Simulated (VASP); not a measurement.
Runs of VASP 6.6.1 on Al. The structure is that of space group P6_3/mmc (No. 194), or close to it. The cells are those of the table. This isn't the form of Al at room conditions, which is fcc.

```csv
cell,gap on the mesh (eV),pressure (GPa)
"a = 2.668, b = 2.668, c = 4.806 Å, angles 90.0, 90.0, 120.0°, 2 atoms",none,(a)
"a = 2.738, b = 2.738, c = 4.572 Å, angles 90.0, 90.0, 120.0°, 2 atoms",none,7.6
"a = 2.668, b = 2.668, c = 4.572 Å, angles 90.0, 90.0, 120.0°, 2 atoms",none,14.9
"a = 2.738, b = 2.738, c = 4.455 Å, angles 90.0, 90.0, 120.0°, 2 atoms",none,(b)
"a = 2.668, b = 2.668, c = 4.689 Å, angles 90.0, 90.0, 120.0°, 2 atoms",none,11.8
```

Alike in all rows: task single point; level r2SCAN; potentials or basis VASP PAW PBE potentials, release 64 (Al); no spin polarisation; k mesh 24 × 24 × 14; cutoff (eV) 520; smearing gaussian 0.15 eV.

**Question.** Fill in the values left out.

**Answer.** (a) 9.3; (b) 10.8.

Caveats: the cell stands under pressure; the PAW data sets were made with another functional, which shifts forces and pressure a little.

A gap of «none» marks levels without a gap at the run's occupations.
